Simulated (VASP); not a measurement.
# GaAs: single point with PBE

GaAs:

```xyz
2
Lattice="3.8101 0.0000 0.0000 0.0000 3.8101 0.0000 0.0000 0.0000 2.7389" Properties=species:S:1:pos:R:3 pbc="T T T"
Ga    1.9051    1.9051    1.3695
As    0.0000    0.0000    1.3695
```

```json
{
  "Program": "VASP 6.6.1",
  "Task": "single point",
  "Functional": "PBE",
  "Potentials or basis": "VASP PAW PBE potentials, release 64 (Ga_d, As)",
  "Cutoff": "500 eV",
  "k mesh": "4 × 4 × 6",
  "Occupations": "fermi-dirac, width 0.03 eV",
  "Spin": "no spin polarisation",
  "Dipole correction": "no",
  "Further INCAR settings": "ALGO = Normal; EDIFF = 1e-06; NBANDS = 16"
}
```

| Property | Result |
| --- | --- |
| Pressure | -0.1 GPa |
| Band gap on the k mesh | zero (band 9 reaches 7.08 eV, above the bottom of band 10 at 3.21 eV) |

Stress tensor (GPa, compression positive):
```
 3.91  0.00  0.00
 0.00  3.91  0.00
 0.00  0.00 -8.12
```

Levels at points of the mesh, in eV from the Fermi level:
| k point | band 5 | band 6 | band 7 | band 8 | band 9 | band 10 | band 11 | band 12 | band 13 | band 14 |
| --- | --- | --- | --- | --- | --- | --- | --- | --- | --- | --- |
| (0.00, 0.00, 0.00) | -14.46 | -13.15 | -4.10 | -2.48 | -2.48 | 3.72 | 5.36 | 7.40 | 7.40 | 9.96 |
| (0.50, 0.00, 0.00) | -14.46 | -12.05 | -8.41 | -0.76 | 1.65 | 1.75 | 2.03 | 6.15 | 10.99 | 11.32 |
| (0.50, 0.50, 0.00) | -14.46 | -11.03 | -6.20 | -5.38 | -5.38 | 6.48 | 9.71 | 9.71 | 12.15 | 12.27 |
| (0.00, 0.00, 0.50) | -14.47 | -9.85 | -5.60 | 0.05 | 0.05 | 0.44 | 1.15 | 7.24 | 7.28 | 7.28 |
| (0.50, 0.00, 0.50) | -14.40 | -8.97 | -4.74 | -4.29 | -1.62 | 1.58 | 5.12 | 5.29 | 5.55 | 8.67 |
| (0.50, 0.50, 0.50) | -14.38 | -8.00 | -3.78 | -2.58 | -2.58 | -1.85 | -0.41 | 3.61 | 3.61 | 12.58 |

Run time: 5.9 s on 1 thread of Intel(R) Xeon(R) 6975P-C (Granite Rapids) (shared host), peak memory 0.15 GiB.

Caveat: the k points lie up to 0.41 Å⁻¹ apart.
